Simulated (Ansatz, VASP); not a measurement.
## AgBr in VASP and in Ansatz

```
Ag Br
1.0
     0.00000    2.83768    2.83768
     2.83768    0.00000    2.83768
     2.83768    2.83768    0.00000
Ag Br
1 1
Direct
  0.00000 0.00000 0.00000
  0.50000 0.50000 0.50000
```

Alike in both runs: functional PBEsol; k mesh 10 × 10 × 10; occupations gaussian, width 0.02 eV; no spin polarisation.

Ansatz relaxed the structure, and its values are those at the end. VASP's run is a single point on that final structure, the one shown.

```csv
,VASP,Ansatz
version,VASP 6.6.1,Ansatz 0.2.0
potentials or method,"VASP PAW PBE potentials, release 64 (Ag, Br), cutoff 500 eV","scalar-relativistic, plane waves, PAW"
valence electrons in the cell,18,26
```

```csv
,VASP,Ansatz,Ansatz less VASP
gap on the k mesh at the Fermi level (eV),0.50,0.50,0.000
least direct gap on the mesh (eV),2.57,2.57,+0.001
pressure (GPa),-0.1,0.0,+0.02
```

VASP's potentials were made for PBE, not for PBEsol. With one functional, cell and mesh, what is left measures potentials, basis and numerics. VASP's potentials hold 18 valence electrons a cell and Ansatz's 26, so a difference there can come from the potentials and not from the codes.
